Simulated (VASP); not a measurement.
# In2O (P6_3/mmc) in VASP: notebook

Runs on In2O. Level: PBE. Tasks: single point, relaxation of cell and atoms.

All numbers are computed with VASP 6.6.1; they aren't measurements. Logs are shortened: lines on timing, memory, paths and dates and some standing lists are left out, and cuts for length are marked.

## 1. The cell of the first run

The structure is hexagonal, space group P6_3/mmc (No. 194). The conventional cell has a = 3.272 Å, b = 3.272 Å, c = 13.797 Å, α = 90.00°, β = 90.00°, γ = 120.00°. Within 3.3 Å of In (site symmetry 3m) lie 3 O at 2.48 Å and 7 In at 3.20 to 3.27 Å. O (site symmetry -6m2) has 6 In at 2.48 Å and 6 O at 3.27 Å within 3.3 Å.

## 2. Single point, PBE

The input, INCAR:

```
PREC     = Accurate       # precision mode
ENCUT    = 520            # plane-wave cutoff, eV
EDIFF    = 1E-6           # SCF threshold, eV
ISMEAR   = 0              # smearing method
SIGMA    = 0.1            # smearing width, eV
LREAL    = False          # projectors in reciprocal space
LASPH    = True           # aspherical terms in the spheres
NELM     = 100            # most SCF steps
ALGO     = Normal         # electronic algorithm
ISIF     = 2              # what is computed and relaxed
LWAVE    = False          # write WAVECAR
LCHARG   = True           # write CHGCAR
GGA      = PE             # functional
LELF     = True           # ELF
LVHAR    = True         
NBANDS   = 41             # bands
```

The input, KPOINTS:

```
regular mesh
0
Gamma
  15 15 4
```

The input, POSCAR:

```
In2O
1.0
    3.2718300399      0.0000000000      0.0000000000
   -1.6359150199      2.8334879314      0.0000000000
    0.0000000000      0.0000000000     13.7972905078
In O
4 2
Direct
    0.3333333333      0.6666666667      0.6339034290
    0.6666666667      0.3333333333      0.1339034290
    0.6666666667      0.3333333333      0.3660965710
    0.3333333333      0.6666666667      0.8660965710
    0.3333333333      0.6666666667      0.2500000000
    0.6666666667      0.3333333333      0.7500000000
```

Potentials or basis: VASP PAW PBE potentials, release 64 (In_d, O).

Run with:

```
$ cat potpaw_PBE.64/In_d/POTCAR potpaw_PBE.64/O/POTCAR > POTCAR
$ mpirun -np 1 vasp_std > vasp.out
```

OUTCAR:

```text
PREC = Accurate
   ENCUT = 520
   EDIFF = 1E-6
   ISMEAR = 0
   LREAL = False
   LASPH = True
   NELM = 100
   ISIF = 2
   GGA = PE

 ion  position               nearest neighbor table
   1  0.333  0.667  0.634-   6 2.48   6 2.48   6 2.48   4 3.20
   2  0.667  0.333  0.134-   5 2.48   5 2.48   5 2.48   3 3.20
   3  0.667  0.333  0.366-   5 2.48   5 2.48   5 2.48   2 3.20
   4  0.333  0.667  0.866-   6 2.48   6 2.48   6 2.48   1 3.20
   5  0.333  0.667  0.250-   2 2.48   3 2.48   2 2.48   3 2.48   2 2.48   3 2.48
   6  0.667  0.333  0.750-   1 2.48   4 2.48   1 2.48   4 2.48   1 2.48   4 2.48

  LATTYP: Found a hexagonal cell.
 ALAT       =     3.2718300399
 C/A-ratio  =     4.2169948743

  Lattice vectors:

 A1 = (   3.2718300399,   0.0000000000,   0.0000000000)
 A2 = (  -1.6359150199,   2.8334879314,   0.0000000000)
 A3 = (   0.0000000000,   0.0000000000,  13.7972905078)

Analysis of symmetry for initial positions (statically):
=====================================================================
 Subroutine PRICEL returns:
 Original cell was already a primitive cell.

 Routine SETGRP: Setting up the symmetry group for a
 hexagonal supercell.

 Subroutine GETGRP returns: Found 24 space group operations
 (whereof 12 operations were pure point group operations)
 out of a pool of 24 trial point group operations.

The static configuration has the point symmetry D_3d.
 The point group associated with its full space group is D_6h.

Analysis of symmetry for dynamics (positions and initial velocities):
=====================================================================
 Subroutine PRICEL returns:
 Original cell was already a primitive cell.

 Routine SETGRP: Setting up the symmetry group for a
 hexagonal supercell.

 Subroutine GETGRP returns: Found 24 space group operations
 (whereof 12 operations were pure point group operations)
 out of a pool of 24 trial point group operations.

The dynamic configuration has the point symmetry D_3d.
 The point group associated with its full space group is D_6h.

 Subroutine INISYM returns: Found 24 space group operations
 (whereof 12 operations are pure point group operations),
 and found     1 'primitive' translations

----------------------------------------------------------------------------------------

                                     Primitive cell

  volume of cell :     127.9104

  direct lattice vectors                    reciprocal lattice vectors
     3.271830040  0.000000000  0.000000000     0.305639348  0.176460960  0.000000000
    -1.635915020  2.833487931  0.000000000     0.000000000  0.352921920  0.000000000
     0.000000000  0.000000000 13.797290508     0.000000000  0.000000000  0.072477998

  length of vectors
     3.271830040  3.271830040 13.797290508     0.352921920  0.352921920  0.072477998

  position of ions in fractional coordinates (direct lattice)
     0.333333333  0.666666667  0.633903429
     0.666666667  0.333333333  0.133903429
     0.666666667  0.333333333  0.366096571
     0.333333333  0.666666667  0.866096571
     0.333333333  0.666666667  0.250000000
     0.666666667  0.333333333  0.750000000

  ion indices of the primitive-cell ions
   primitive index   ion index
                 1           1
                 2           2
                 3           3
                 4           4
                 5           5
                 6           6

----------------------------------------------------------------------------------------

 KPOINTS: regular mesh

Automatic generation of k-mesh.
 Grid dimensions read from file:
 generate k-points for:   15   15    4

 Generating k-lattice:

  Cartesian coordinates                     Fractional coordinates (reciprocal lattice)
     0.020375957  0.011764064  0.000000000     0.066666667 -0.000000000  0.000000000
     0.000000000  0.023528128  0.000000000     0.000000000  0.066666667  0.000000000
     0.000000000  0.000000000  0.018119500     0.000000000  0.000000000  0.250000000

  Length of vectors
     0.023528128  0.023528128  0.018119500

  Shift w.r.t. Gamma in fractional coordinates (k-lattice)
     0.000000000  0.000000000  0.000000000

 Subroutine IBZKPT returns following result:
 ===========================================

 Found     81 irreducible k-points:

 Following reciprocal coordinates:
            Coordinates               Weight
  0.000000  0.000000  0.000000      1.000000
  0.066667  0.000000  0.000000      6.000000
  0.133333  0.000000  0.000000      6.000000
  0.200000  0.000000  0.000000      6.000000
  0.266667  0.000000  0.000000      6.000000
  0.333333  0.000000  0.000000      6.000000
[... 16 lines left out ...]
  0.333333  0.200000  0.000000     12.000000
  0.400000  0.200000  0.000000      6.000000
 [... further k-points ...]
   k-points           NKPTS =     81   k-points in BZ     NKDIM =     81   number of bands    NBANDS=     41
   number of dos      NEDOS =    301   number of ions     NIONS =      6
   total plane-waves  NPLWV =  62208
   dimension x,y,z NGX =    24 NGY =   24 NGZ =  108
   dimension x,y,z NGXF=    48 NGYF=   48 NGZF=  216
   ions per type =               4   2
   NGX,Y,Z   is equivalent  to a cutoff of  12.19, 12.19, 13.01 a.u.
   NGXF,Y,Z  is equivalent  to a cutoff of  24.39, 24.39, 26.03 a.u.
 SYSTEM =  unknown system
   PREC   = accura    normal or accurate (medium, high low for compatibility)
   ISTART =      0    job   : 0-new  1-cont  2-samecut
   ICHARG =      2    charge: 1-file 2-atom 10-const
   ISPIN  =      1    spin polarized calculation?
   LNONCOLLINEAR =      F non collinear calculations
   LSORBIT =      F    spin-orbit coupling
   LASPH  =      T    aspherical Exc in radial PAW
   ENCUT  =  520.0 eV  38.22 Ry    6.18 a.u.   6.08  6.08 25.65*2*pi/ulx,y,z
   NELM   =    100;   NELMIN=  2; NELMDL= -5     # of ELM steps
   EDIFF  = 0.1E-05   stopping-criterion for ELM
   LREAL  =      F    real-space projection
   EDIFFG = 0.1E-04   stopping-criterion for IOM
   NSW    =      0    number of steps for IOM
   IBRION =     -1    ionic relax: 0-MD 1-quasi-New 2-CG
   NFREE  =      0    steps in history (QN), initial steepest desc. (CG)
   ISIF   =      2    stress and relaxation
   ISYM   =      2    0-nonsym 1-usesym 2-fastsym
   POTIM  = 0.5000    time-step for ionic-motion
   TEBEG  =    0.0;   TEEND  =   0.0 temperature during run
   PSTRESS=    0.0 pullay stress
   NELECT =      64.0000    total number of electrons
   NUPDOWN=      -1.0000    fix difference up-down
   EMIN   =  10.00;   EMAX   =-10.00  energy-range for DOS
   EFERMI =   0.00;   METHOD = LEGACY
   ISMEAR =     0;   SIGMA  =   0.10  broadening in eV -4-tet -1-fermi 0-gaus
   EFERMI_NEDOS =   21; number of points for ismear=-14 and -15
   IALGO  =     38    algorithm
   IMIX   =      4    mixing-type and parameters
     AMIX     =   0.40;   BMIX     =  1.00
     AMIX_MAG =   1.60;   BMIX_MAG =  1.00
  volume/ion in A,a.u.               =      21.32       143.86
  Fermi-wavevector in a.u.,A,eV,Ry     =   1.299669  2.456019 22.982148  1.689140
  Thomas-Fermi vector in A             =   2.430918
   LORBIT       =      0    0 simple, 1 ext, 2 COOP (PROOUT), +10 PAW based schemes
   GGA     = PE    functional components
   LHFCALC =     F    Hartree Fock is set to
   AEXX    =    0.0000 exact exchange contribution
   IVDW    =     0    specifies the selected vdW correction
   LEPSILON=     F    determine dielectric tensor
   LRPA    =     F    only Hartree local field effects (RPA)
 non-spin polarized calculation
 Gauss-broadening in eV      SIGMA  =   0.10
  energy-cutoff  :      520.00
  volume of cell :      127.91
 maximum number of plane-waves:      3486
   NGX = 13   NGY = 13   NGZ = 51

 number of electron      64.0000025 magnetization

 Free energy of the ion-electron system (eV)
  ---------------------------------------------------
  ext. energy  EPLUGINS =         0.00000000
  ---------------------------------------------------
  free energy    TOTEN  =       -23.90453764 eV

  energy without entropy =      -23.90052613  energy(sigma->0) =      -23.90253189

 E-fermi :   6.0765     XC(G=0):  -9.9226

 val. band max:        6.0700976503   @ k =   0.4000   0.1333   0.0000
 cond. band min:       6.1488375027   @ k =   0.4667   0.0000   0.5000
 fundamental gap:      0.0787398524
 Fermi energy:         6.0764764579

 k-point     1 :       0.0000    0.0000    0.0000
  band No.  band energies     occupation
      1     -12.2762      2.00000
      2     -12.2747      2.00000
      3      -8.4503      2.00000
      4      -8.4398      2.00000
      5      -8.3297      2.00000
      6      -8.3297      2.00000
[... 33 lines left out ...]
     40      16.2731      0.00000
     41      16.2731      0.00000

 k-point     2 :       0.0667    0.0000    0.0000
  band No.  band energies     occupation
      1     -12.2616      2.00000
      2     -12.2602      2.00000
      3      -8.4420      2.00000
      4      -8.4314      2.00000
      5      -8.3290      2.00000
      6      -8.3276      2.00000
[... 33 lines left out ...]
     40      15.8630      0.00000
     41      16.0916      0.00000

 k-point     3 :       0.1333    0.0000    0.0000
  band No.  band energies     occupation
      1     -12.2203      2.00000
      2     -12.2191      2.00000
      3      -8.4241      2.00000
      4      -8.4146      2.00000
      5      -8.3305      2.00000
      6      -8.3287      2.00000
[... 33 lines left out ...]
     40      14.9020      0.00000
     41      15.0792      0.00000

 k-point     4 :       0.2000    0.0000    0.0000
  band No.  band energies     occupation
      1     -12.1597      2.00000
      2     -12.1589      2.00000
      3      -8.4144      2.00000
      4      -8.4087      2.00000
      5      -8.3625      2.00000
      6      -8.3596      2.00000
[... 825 lines left out ...]
     40      10.6763      0.00000
     41      10.8582      0.00000

 k-point    23 :       0.3333    0.2000    0.0000
  band No.  band energies     occupation
      1     -11.9286      2.00000
      2     -11.9284      2.00000
      3      -8.3548      2.00000
      4      -8.3451      2.00000
      5      -8.3411      2.00000
      6      -8.3407      2.00000
[... 33 lines left out ...]
     40      10.4025      0.00000
     41      10.9478      0.00000

 k-point    24 :       0.4000    0.2000    0.0000
  band No.  band energies     occupation
      1     -11.9172      2.00000
      2     -11.9170      2.00000
      3      -8.3578      2.00000
      4      -8.3475      2.00000
      5      -8.3435      2.00000
      6      -8.3427      2.00000
[... 33 lines left out ...]
     40      10.3932      0.00000
     41      11.3032      0.00000

 [... further k-points ...]
[... 5 lines left out ...]
  --------------------------------------------------------------------------------------
  -------------------------------------------------------------------------------------
  Total       -0.0313557     -0.0313557      0.0402606     -0.0000000      0.0000000      0.0000000
  in kB       -0.3927549     -0.3927549      0.5042957     -0.0000000      0.0000000      0.0000000
  external PRESSURE =      -0.0937380 kB  Pullay stress =       0.0000000 kB

 VOLUME and BASIS-vectors are now :
 -----------------------------------------------------------------------------
  energy-cutoff  :      520.00
  volume of cell :      127.91
      direct lattice vectors                 reciprocal lattice vectors
     3.271830040  0.000000000  0.000000000     0.305639348  0.176460960  0.000000000
    -1.635915020  2.833487931  0.000000000     0.000000000  0.352921920  0.000000000
     0.000000000  0.000000000 13.797290508     0.000000000  0.000000000  0.072477998

 POSITION                                       TOTAL-FORCE (eV/Angst)
 -----------------------------------------------------------------------------------
     -0.00000      1.88899      8.74615         0.000000     -0.000000     -0.022200
      1.63592      0.94450      1.84750         0.000000      0.000000     -0.022200
      1.63592      0.94450      5.05114         0.000000      0.000000      0.022200
     -0.00000      1.88899     11.94979        -0.000000     -0.000000      0.022200
     -0.00000      1.88899      3.44932        -0.000000      0.000000      0.000000
      1.63592      0.94450     10.34797        -0.000000      0.000000      0.000000
 -----------------------------------------------------------------------------------
    total drift:                               -0.000000      0.000000     -0.000000

  FREE ENERGIE OF THE ION-ELECTRON SYSTEM (eV)
  ---------------------------------------------------
  free  energy   TOTEN  =       -23.9045376390 eV

  energy  without entropy=      -23.9005261343  energy(sigma->0) =      -23.90253189
```

Wall time 3.1 min (1 thread of Intel Xeon 6975P-C (Granite Rapids), shared host); peak memory 0.45 GiB.

What came out:

```
Free energy            : -23.9045 eV
Pressure               : 0.0 GPa
Largest force          : 0.022 eV/Å
Band gap on the k mesh : zero (band 32 reaches 6.41 eV, above the bottom of band 33 at 5.69 eV)
```

Forces on the atoms (eV/Å):
```
In   0.000  0.000 -0.022
In   0.000  0.000 -0.022
In   0.000  0.000  0.022
In   0.000  0.000  0.022
O    0.000  0.000  0.000
O    0.000  0.000  0.000
```

Caveat: spin-orbit coupling is left out, which moves the levels of the heavy elements.

## 3. Single point, PBE

This run uses another cell than the first one, of 16.21 Å³/atom, 0.760 times its volume.

The input, INCAR:

```
  PREC = Accurate
  ENCUT = 520
  EDIFF = 1E-7
  ISMEAR = 0
  SIGMA = 0.1
  LREAL = False
  LASPH = True
  NELM = 100
  ALGO = Normal
  ISIF = 2
  LWAVE = False
  LCHARG = False
  GGA = PE
  NBANDS = 41
```

The input, KPOINTS:

```
Automatic mesh
0
Gamma
  6 6 2
```

The input, POSCAR:

```
In2O
1.0
    3.1919767400      0.0000000000      0.0000000000
   -1.5959883700      2.7643329500      0.0000000000
    0.0000000000      0.0000000000     11.0239876900
In O
4 2
Direct
    0.3333333300      0.6666666700      0.6083498000
    0.6666666700      0.3333333300      0.1083498000
    0.6666666700      0.3333333300      0.3916502000
    0.3333333300      0.6666666700      0.8916502000
    0.3333333300      0.6666666700      0.2500000000
    0.6666666700      0.3333333300      0.7500000000
```

Potentials or basis: VASP PAW PBE potentials, release 64 (In_d, O).

Run with:

```
$ cat potpaw_PBE.64/In_d/POTCAR potpaw_PBE.64/O/POTCAR > POTCAR
$ mpirun -np 1 vasp_std > vasp.out
```

OUTCAR:

```text
PREC = Accurate
   ENCUT = 520
   EDIFF = 1E-7
   ISMEAR = 0
   LREAL = False
   LASPH = True
   NELM = 100
   ISIF = 2
   GGA = PE

 ion  position               nearest neighbor table
   1  0.333  0.667  0.608-   6 2.42   6 2.42   6 2.42   3 3.02   3 3.02   3 3.02   4 3.12
   2  0.667  0.333  0.108-   5 2.42   5 2.42   5 2.42   4 3.02   4 3.02   4 3.02   3 3.12
   3  0.667  0.333  0.392-   5 2.42   5 2.42   5 2.42   1 3.02   1 3.02   1 3.02   2 3.12
   4  0.333  0.667  0.892-   6 2.42   6 2.42   6 2.42   2 3.02   2 3.02   2 3.02   1 3.12
   5  0.333  0.667  0.250-   2 2.42   3 2.42   2 2.42   3 2.42   2 2.42   3 2.42
   6  0.667  0.333  0.750-   1 2.42   4 2.42   1 2.42   4 2.42   1 2.42   4 2.42
[... 814 lines left out ...]
  Total        8.4092694      8.4092694      9.3884210      0.0000000      0.0000000     -0.0000000
  in kB      138.5096583    138.5096588    154.6373325      0.0000000      0.0000000     -0.0000000
  external PRESSURE =     143.8855499 kB  Pullay stress =       0.0000000 kB

 VOLUME and BASIS-vectors are now :
 -----------------------------------------------------------------------------
  energy-cutoff  :      520.00
  volume of cell :       97.27
      direct lattice vectors                 reciprocal lattice vectors
     3.191976740  0.000000000  0.000000000     0.313285491  0.180875462  0.000000000
    -1.595988370  2.764332950  0.000000000     0.000000000  0.361750924  0.000000000
     0.000000000  0.000000000 11.023987690     0.000000000  0.000000000  0.090711277

 POSITION                                       TOTAL-FORCE (eV/Angst)
 -----------------------------------------------------------------------------------
     -0.00000      1.84289      6.70644         0.000000     -0.000000      0.568702
      1.59599      0.92144      1.19445        -0.000000      0.000000      0.568702
      1.59599      0.92144      4.31755        -0.000000      0.000000     -0.568702
     -0.00000      1.84289      9.82954         0.000000     -0.000000     -0.568702
     -0.00000      1.84289      2.75600        -0.000000      0.000000      0.000000
      1.59599      0.92144      8.26799         0.000000     -0.000000      0.000000
 -----------------------------------------------------------------------------------
    total drift:                               -0.000008      0.000004     -0.000000

  FREE ENERGIE OF THE ION-ELECTRON SYSTEM (eV)
  ---------------------------------------------------
  free  energy   TOTEN  =       -22.7438734656 eV

  energy  without entropy=      -22.7374536228  energy(sigma->0) =      -22.74066354
```

stdout:

```text
POSCAR found type information on POSCAR InO
 POSCAR found :  2 types and       6 ions
 scaLAPACK will be used
 LDA part: xc-table for (Slater+PW92), standard interpolation
 POSCAR, INCAR and KPOINTS ok, starting setup
 FFT: planning ... GRIDC
 FFT: planning ... GRID_SOFT
 FFT: planning ... GRID
 WAVECAR not read
 entering main loop
```

Wall time 31 s (1 thread of Intel Xeon 6975P-C (Granite Rapids), shared host); peak memory 0.21 GiB.

Results:

| Property | Result |
| --- | --- |
| Free energy | -22.7439 eV |
| Pressure | 14.4 GPa |
| Largest force | 0.569 eV/Å |
| Band gap on the k mesh | zero (band 32 reaches 9.85 eV, above the bottom of band 33 at 8.20 eV) |

Forces on the atoms (eV/Å):
```
In   0.000  0.000  0.569
In   0.000  0.000  0.569
In   0.000  0.000 -0.569
In   0.000  0.000 -0.569
O    0.000  0.000  0.000
O    0.000  0.000  0.000
```

Stress tensor (GPa, compression positive):
```
13.85  0.00  0.00
 0.00 13.85  0.00
 0.00  0.00 15.46
```

Levels at points of the mesh, in eV from the Fermi level:
| k point | band 28 | band 29 | band 30 | band 31 | band 32 | band 33 | band 34 | band 35 | band 36 | band 37 |
| --- | --- | --- | --- | --- | --- | --- | --- | --- | --- | --- |
| (0.00, 0.00, 0.00) | -3.13 | -3.13 | -3.13 | -3.13 | -0.05 | 0.14 | 5.18 | 5.33 | 9.18 | 9.18 |
| (0.50, 0.00, 0.00) | -3.78 | -3.69 | -3.14 | -2.72 | -2.57 | 0.74 | 0.85 | 1.65 | 2.64 | 4.33 |
| (0.00, 0.00, 0.50) | -3.13 | -3.13 | -3.13 | -2.25 | -2.25 | 2.50 | 2.50 | 8.37 | 8.37 | 9.41 |
| (0.50, 0.00, 0.50) | -3.92 | -3.73 | -3.73 | -2.07 | -2.07 | 0.24 | 0.24 | 2.36 | 2.36 | 5.37 |

Caveat: the k points lie up to 0.38 Å⁻¹ apart; spin-orbit coupling is left out, which moves the levels of the heavy elements.

[end of part 1 of 2]
